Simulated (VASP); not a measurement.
Set up this calculation in VASP 6.6.1, as the native input.

```
Task                   : single point
Functional             : PBE
Potentials or basis    : VASP PAW PBE potentials, release 64 (Ga_d, P)
Cutoff                 : 520 eV
k mesh                 : 10 × 10 × 10
Occupations            : gaussian, width 0.05 eV
Spin                   : no spin polarisation
Dipole correction      : no
Further INCAR settings : ALGO = Normal; EDIFF = 1e-07; NBANDS = 16
```

The structure of GaP lies in POSCAR:

```
GaP
1.0
    0.0000000000      2.5378305092      2.7495455137
    2.7495455137      0.0000000000      2.7495455137
    2.7495455137      2.5378305092      0.0000000000
Ga P
1 1
Direct
    0.0000000000      0.0000000000      0.0000000000
    0.7500000000      0.7500000000      0.7500000000
```

This cell differs from its parent crystal: volume 19.186 Å^3 an atom, c/a of the conventional cell 0.9230.

One way to write it, as run:

INCAR

```
PREC = Accurate
ENCUT = 520
EDIFF = 1E-7
ISMEAR = 0
SIGMA = 0.05
LREAL = F
LASPH = T
NELM = 100
ALGO = Normal
ISIF = 2
LWAVE = F
LCHARG = T
GGA = PE
LELF = T
LVHAR = T
NBANDS = 16
```

KPOINTS

```
regular mesh
0
Gamma
  10 10 10
```

Potentials or basis: VASP PAW PBE potentials, release 64 (Ga_d, P).

The run is started by

```bash
$ cat potpaw_PBE.64/Ga_d/POTCAR potpaw_PBE.64/P/POTCAR > POTCAR
$ mpirun -np 1 vasp_std > vasp.out
```

Results of the run:

| Item | Value |
| --- | --- |
| Pressure | 7.5 GPa |
| Band gap on the k mesh | 0.75 eV, indirect (least direct gap 1.96 eV) |

Run time: 70 s on 1 thread of AMD EPYC 9R45 (Zen 5) (shared host), peak memory 0.16 GiB.
